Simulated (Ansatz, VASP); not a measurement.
Cu3N in VASP and in Ansatz

```
N Cu
1.0
     3.80214    0.00000    0.00000
     0.00000    3.80214    0.00000
     0.00000    0.00000    3.80214
N Cu
1 3
Cartesian
  0.0000 0.0000 0.0000
  1.9011 0.0000 0.0000
  0.0000 1.9011 0.0000
  0.0000 0.0000 1.9011
```

Alike in both runs: task single point; functional PBE; k mesh 6 × 6 × 6; occupations fermi-dirac, width 0.1442 eV; non-collinear spin, spin-orbit coupling; Hubbard terms Cu d U = 1.67 eV.

```csv
,VASP,Ansatz
version,VASP 6.6.1,Ansatz 0.2.0
potentials or method,"VASP PAW PBE potentials, release 64 (N, Cu), cutoff 600 eV",PAW plane waves
valence electrons in the cell,38,62
```

```csv
,VASP,Ansatz,Ansatz less VASP
pressure (GPa),2.2,3.3,+1.07
net moment per atom (μB),0.00,0.00,0.000
```

The programs project onto different local orbitals, so the same U acts differently, and such runs can settle in different states. VASP's potentials hold 38 valence electrons a cell and Ansatz's 62, so a difference there can come from the potentials and not from the codes. Ansatz's warnings: seeded moment not kept, stress scf threshold loose.
